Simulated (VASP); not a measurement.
# AlNi3 (R-3m) in VASP: single point with PBEsol

Aim: the single point of AlNi3 with PBEsol.

All numbers are computed with VASP 6.6.1; they aren't measurements. Logs are shortened: lines on timing, memory, paths and dates and some standing lists are left out, and cuts for length are marked.

### Step 1. The cell of the first run

The structure is trigonal, space group R-3m (No. 166). The conventional cell has a = 3.918 Å, b = 3.918 Å, c = 9.255 Å, α = 90.00°, β = 90.00°, γ = 120.00°. Al (site symmetry -3m) has 14 Ni at 2.31 to 2.74 Å within 3.1 Å. Within 3.1 Å of Ni (site symmetry 3m) lie 4 Al at 2.31 to 2.39 Å and 10 Ni at 2.31 to 2.74 Å. Within 3.1 Å of Ni (site symmetry -3m) lie 8 Ni at 2.31 to 2.39 Å and 6 Al at 2.74 Å.

### Step 2. Single point, PBEsol (10.25 Å³/atom)

Input file INCAR:

```
PREC = Accurate ; ENCUT = 520
EDIFF = 1E-6 ; ISMEAR = 0
SIGMA = 0.15 ; LREAL = F
LASPH = T ; NELM = 80
ALGO = Fast ; ISIF = 2
LWAVE = F ; LCHARG = F
GGA = PS ; NBANDS = 24
```

Input file KPOINTS:

```
regular mesh
0
Gamma
  14 14 14
```

Input file POSCAR:

```
AlNi3
1.0
   -0.0659418998      2.7047261579      2.7047261579
    2.7047261579     -0.0659418998      2.7047261579
    2.7047261579      2.7047261579     -0.0659418998
Al Ni
1 3
Direct
    0.5000000000      0.5000000000      0.5000000000
    0.2500000000      0.2500000000      0.2500000000
    0.0000000000      0.0000000000      0.0000000000
    0.7500000000      0.7500000000      0.7500000000
```

Potentials or basis: VASP PAW PBE potentials, release 64 (Al, Ni).

On the command line:

```
cat potpaw_PBE.64/Al/POTCAR potpaw_PBE.64/Ni/POTCAR > POTCAR
mpirun -np 1 vasp_std > vasp.out
```

OUTCAR:

```text
PREC = Accurate
   ENCUT = 520
   EDIFF = 1E-6
   ISMEAR = 0
   LREAL = F
   LASPH = T
   NELM = 80
   ISIF = 2
   GGA = PS

 ion  position               nearest neighbor table
   1  0.500  0.500  0.500-   2 2.31   4 2.31   2 2.39   2 2.39   2 2.39   4 2.39   4 2.39   4 2.39
                             3 2.74   3 2.74   3 2.74   3 2.74   3 2.74   3 2.74
   2  0.250  0.250  0.250-   1 2.31   3 2.31   3 2.39   3 2.39   3 2.39   1 2.39   1 2.39   1 2.39
                             4 2.74   4 2.74   4 2.74   4 2.74   4 2.74   4 2.74
   3  0.000  0.000  0.000-   2 2.31   4 2.31   4 2.39   4 2.39   4 2.39   2 2.39   2 2.39   2 2.39
                             1 2.74   1 2.74   1 2.74   1 2.74   1 2.74   1 2.74
   4  0.750  0.750  0.750-   1 2.31   3 2.31   1 2.39   1 2.39   1 2.39   3 2.39   3 2.39   3 2.39
                             2 2.74   2 2.74   2 2.74   2 2.74   2 2.74   2 2.74

  LATTYP: Found a trigonal (rhomboedric) cell.
 ALAT       =     3.8256287735
 COS(alpha) =     0.4754784387

  Lattice vectors:

 A1 = (  -0.0659418998,   2.7047261579,   2.7047261579)
 A2 = (   2.7047261579,  -0.0659418998,   2.7047261579)
 A3 = (   2.7047261579,   2.7047261579,  -0.0659418998)

Analysis of symmetry for initial positions (statically):
=====================================================================
 Subroutine PRICEL returns:
 Original cell was already a primitive cell.

 Routine SETGRP: Setting up the symmetry group for a
 trigonal (rhombohedral) supercell.

 Subroutine GETGRP returns: Found 12 space group operations
 (whereof 12 operations were pure point group operations)
 out of a pool of 12 trial point group operations.

The static configuration has the point symmetry D_3d.

Analysis of symmetry for dynamics (positions and initial velocities):
=====================================================================
 Subroutine PRICEL returns:
 Original cell was already a primitive cell.

 Routine SETGRP: Setting up the symmetry group for a
 trigonal (rhombohedral) supercell.

 Subroutine GETGRP returns: Found 12 space group operations
 (whereof 12 operations were pure point group operations)
 out of a pool of 12 trial point group operations.

The dynamic configuration has the point symmetry D_3d.

 Subroutine INISYM returns: Found 12 space group operations
 (whereof 12 operations are pure point group operations),
 and found     1 'primitive' translations

----------------------------------------------------------------------------------------

                                     Primitive cell

  volume of cell :      41.0200

  direct lattice vectors                    reciprocal lattice vectors
    -0.065941900  2.704726158  2.704726158    -0.178234892  0.182688893  0.182688893
     2.704726158 -0.065941900  2.704726158     0.182688893 -0.178234892  0.182688893
     2.704726158  2.704726158 -0.065941900     0.182688893  0.182688893 -0.178234892

  length of vectors
     3.825628773  3.825628773  3.825628773     0.313875994  0.313875994  0.313875994

  position of ions in fractional coordinates (direct lattice)
     0.500000000  0.500000000  0.500000000
     0.250000000  0.250000000  0.250000000
     0.000000000  0.000000000  0.000000000
     0.750000000  0.750000000  0.750000000

  ion indices of the primitive-cell ions
   primitive index   ion index
                 1           1
                 2           2
                 3           3
                 4           4

----------------------------------------------------------------------------------------

 KPOINTS: regular mesh

Automatic generation of k-mesh.
 Grid dimensions read from file:
 generate k-points for:   14   14   14

 Generating k-lattice:

  Cartesian coordinates                     Fractional coordinates (reciprocal lattice)
    -0.012731064  0.013049207  0.013049207     0.071428571  0.000000000 -0.000000000
     0.013049207 -0.012731064  0.013049207     0.000000000  0.071428571 -0.000000000
     0.013049207  0.013049207 -0.012731064     0.000000000  0.000000000  0.071428571

  Length of vectors
     0.022419714  0.022419714  0.022419714

  Shift w.r.t. Gamma in fractional coordinates (k-lattice)
     0.000000000  0.000000000  0.000000000

 Subroutine IBZKPT returns following result:
 ===========================================

 Found    288 irreducible k-points:

 Following reciprocal coordinates:
            Coordinates               Weight
  0.000000  0.000000  0.000000      1.000000
  0.071429  0.000000  0.000000      6.000000
  0.142857  0.000000  0.000000      6.000000
  0.214286  0.000000  0.000000      6.000000
  0.285714  0.000000 -0.000000      6.000000
  0.357143  0.000000 -0.000000      6.000000
[... 16 lines left out ...]
  0.214286  0.142857 -0.000000     12.000000
  0.285714  0.142857  0.000000     12.000000
 [... further k-points ...]
   k-points           NKPTS =    288   k-points in BZ     NKDIM =    288   number of bands    NBANDS=     24
   number of dos      NEDOS =    301   number of ions     NIONS =      4
   total plane-waves  NPLWV =  21952
   dimension x,y,z NGX =    28 NGY =   28 NGZ =   28
   dimension x,y,z NGXF=    56 NGYF=   56 NGZF=   56
   ions per type =               1   3
   NGX,Y,Z   is equivalent  to a cutoff of  12.17, 12.17, 12.17 a.u.
   NGXF,Y,Z  is equivalent  to a cutoff of  24.34, 24.34, 24.34 a.u.
 SYSTEM =  unknown system
   PREC   = accura    normal or accurate (medium, high low for compatibility)
   ISTART =      0    job   : 0-new  1-cont  2-samecut
   ICHARG =      2    charge: 1-file 2-atom 10-const
   ISPIN  =      1    spin polarized calculation?
   LNONCOLLINEAR =      F non collinear calculations
   LSORBIT =      F    spin-orbit coupling
   LASPH  =      T    aspherical Exc in radial PAW
   ENCUT  =  520.0 eV  38.22 Ry    6.18 a.u.   7.11  7.11  7.11*2*pi/ulx,y,z
   NELM   =     80;   NELMIN=  2; NELMDL= -5     # of ELM steps
   EDIFF  = 0.1E-05   stopping-criterion for ELM
   LREAL  =      F    real-space projection
   EDIFFG = 0.1E-04   stopping-criterion for IOM
   NSW    =      0    number of steps for IOM
   IBRION =     -1    ionic relax: 0-MD 1-quasi-New 2-CG
   NFREE  =      0    steps in history (QN), initial steepest desc. (CG)
   ISIF   =      2    stress and relaxation
   ISYM   =      2    0-nonsym 1-usesym 2-fastsym
   POTIM  = 0.5000    time-step for ionic-motion
   TEBEG  =    0.0;   TEEND  =   0.0 temperature during run
   PSTRESS=    0.0 pullay stress
   NELECT =      33.0000    total number of electrons
   NUPDOWN=      -1.0000    fix difference up-down
   EMIN   =  10.00;   EMAX   =-10.00  energy-range for DOS
   EFERMI =   0.00;   METHOD = LEGACY
   ISMEAR =     0;   SIGMA  =   0.15  broadening in eV -4-tet -1-fermi 0-gaus
   EFERMI_NEDOS =   21; number of points for ismear=-14 and -15
   IALGO  =     68    algorithm
   IMIX   =      4    mixing-type and parameters
     AMIX     =   0.40;   BMIX     =  1.00
     AMIX_MAG =   1.60;   BMIX_MAG =  1.00
  volume/ion in A,a.u.               =      10.25        69.20
  Fermi-wavevector in a.u.,A,eV,Ry     =   1.522583  2.877264 31.541821  2.318258
  Thomas-Fermi vector in A             =   2.631142
   LORBIT       =      0    0 simple, 1 ext, 2 COOP (PROOUT), +10 PAW based schemes
   GGA     = PS    functional components
   LHFCALC =     F    Hartree Fock is set to
   AEXX    =    0.0000 exact exchange contribution
   IVDW    =     0    specifies the selected vdW correction
   LEPSILON=     F    determine dielectric tensor
   LRPA    =     F    only Hartree local field effects (RPA)
 non-spin polarized calculation
 RMM-DIIS sequential band-by-band and
 Gauss-broadening in eV      SIGMA  =   0.15
  energy-cutoff  :      520.00
  volume of cell :       41.02
 maximum number of plane-waves:      1131
   NGX = 15   NGY = 15   NGZ = 15

 number of electron      33.0000023 magnetization

 Free energy of the ion-electron system (eV)
  ---------------------------------------------------
  ext. energy  EPLUGINS =         0.00000000
  ---------------------------------------------------
  free energy    TOTEN  =       -23.91171394 eV

  energy without entropy =      -23.88376856  energy(sigma->0) =      -23.89774125

 E-fermi :  10.8218     XC(G=0): -13.3484

 val. band max:       10.8173506963   @ k =  -0.4286   0.4286   0.0000
 cond. band min:      10.8238862545   @ k =  -0.3571   0.5000   0.1429
 fundamental gap:      0.0065355582
 Fermi energy:        10.8217976467

 k-point     1 :       0.0000    0.0000    0.0000
  band No.  band energies     occupation
      1       0.1009      2.00000
      2       6.8028      2.00000
      3       6.8028      2.00000
      4       6.9645      2.00000
      5       6.9645      2.00000
      6       7.0578      2.00000
[... 16 lines left out ...]
     23      18.8427      0.00000
     24      19.9168      0.00000

 k-point     2 :       0.0714    0.0000    0.0000
  band No.  band energies     occupation
      1       0.1797      2.00000
      2       6.7664      2.00000
      3       6.7883      2.00000
      4       6.9307      2.00000
      5       7.0425      2.00000
      6       7.1121      2.00000
[... 16 lines left out ...]
     23      19.0904      0.00000
     24      19.6938      0.00000

 k-point     3 :       0.1429    0.0000    0.0000
  band No.  band energies     occupation
      1       0.4146      2.00000
      2       6.7312      2.00000
      3       6.7787      2.00000
      4       6.8111      2.00000
      5       7.1968      2.00000
      6       7.2496      2.00000
[... 16 lines left out ...]
     23      19.3764      0.00000
     24      19.4273      0.00000
[... 514 lines left out ...]
 k-point    23 :       0.2143    0.1429   -0.0000
  band No.  band energies     occupation
      1       0.8112      2.00000
      2       6.2896      2.00000
      3       7.0188      2.00000
      4       7.0665      2.00000
      5       7.2954      2.00000
      6       7.3229      2.00000
[... 16 lines left out ...]
     23      18.9571      0.00000
     24      20.9632      0.00000

 k-point    24 :       0.2857    0.1429    0.0000
  band No.  band energies     occupation
      1       1.2424      2.00000
      2       6.1210      2.00000
      3       6.9162      2.00000
      4       7.0840      2.00000
      5       7.4411      2.00000
      6       7.4902      2.00000
[... 16 lines left out ...]
     23      18.9748      0.00000
     24      21.0764      0.00000

 [... further k-points ...]

------------------------ aborting loop because EDIFF is reached ----------------------------------------

  FORCE on cell =-STRESS in cart. coord.  units (eV):
  Direction    XX          YY          ZZ          XY          YZ          ZX
  --------------------------------------------------------------------------------------
  -------------------------------------------------------------------------------------
  Total        4.0525120      4.0525120      4.0525120      1.2526429      1.2526429      1.2526429
  in kB      158.2848082    158.2848082    158.2848082     48.9262822     48.9262822     48.9262822
  external PRESSURE =     158.2848082 kB  Pullay stress =       0.0000000 kB

 VOLUME and BASIS-vectors are now :
 -----------------------------------------------------------------------------
  energy-cutoff  :      520.00
  volume of cell :       41.02
      direct lattice vectors                 reciprocal lattice vectors
    -0.065941900  2.704726158  2.704726158    -0.178234892  0.182688893  0.182688893
     2.704726158 -0.065941900  2.704726158     0.182688893 -0.178234892  0.182688893
     2.704726158  2.704726158 -0.065941900     0.182688893  0.182688893 -0.178234892

 POSITION                                       TOTAL-FORCE (eV/Angst)
 -----------------------------------------------------------------------------------
      2.67176      2.67176      2.67176        -0.000000     -0.000000      0.000000
      1.33588      1.33588      1.33588         0.036229      0.036229      0.036229
      0.00000      0.00000      0.00000        -0.000000     -0.000000      0.000000
      4.00763      4.00763      4.00763        -0.036229     -0.036229     -0.036229
 -----------------------------------------------------------------------------------
    total drift:                                0.000000      0.000000      0.000000

  FREE ENERGIE OF THE ION-ELECTRON SYSTEM (eV)
  ---------------------------------------------------
  free  energy   TOTEN  =       -23.9117139424 eV

  energy  without entropy=      -23.8837685599  energy(sigma->0) =      -23.89774125
```

Wall time 2.1 min (1 thread of Intel Xeon 6975P-C (Granite Rapids), shared host); peak memory 0.34 GiB.

Results:

| Item | Value |
| --- | --- |
| Free energy | -23.9117 eV |
| Pressure | 15.8 GPa |
| Largest force | 0.063 eV/Å |
| Band gap on the k mesh | zero (an odd number of electrons rules out a gap without spin polarisation) |

Forces in eV/Å, atoms in the order of the input:
```
Al   0.000  0.000  0.000
Ni   0.036  0.036  0.036
Ni   0.000  0.000  0.000
Ni  -0.036 -0.036 -0.036
```

Stress tensor (GPa, compression positive):
```
15.83  4.89  4.89
 4.89 15.83  4.89
 4.89  4.89 15.83
```

Levels at points of the mesh, in eV from the Fermi level:
| k point | band 12 | band 13 | band 14 | band 15 | band 16 | band 17 | band 18 | band 19 | band 20 | band 21 |
| --- | --- | --- | --- | --- | --- | --- | --- | --- | --- | --- |
| (0.00, 0.00, 0.00) | -0.97 | -0.62 | -0.62 | -0.56 | -0.56 | 5.49 | 5.49 | 5.93 | 6.20 | 6.20 |
| (0.50, 0.00, 0.00) | -1.89 | -0.74 | -0.65 | -0.56 | -0.51 | -0.16 | 4.52 | 4.59 | 5.15 | 5.22 |
| (0.50, 0.50, 0.00) | -1.17 | -1.15 | -0.83 | -0.65 | -0.43 | -0.41 | -0.34 | -0.03 | 4.51 | 5.23 |
| (0.50, 0.50, 0.50) | -1.95 | -0.78 | -0.78 | -0.50 | -0.50 | -0.15 | 4.28 | 4.28 | 4.94 | 4.94 |

Caveat: the cell stands under pressure; the PAW data sets were made with another functional, which shifts forces and pressure a little. Spin polarisation is off, so any magnetic state and its effect on volume and gap are missing.
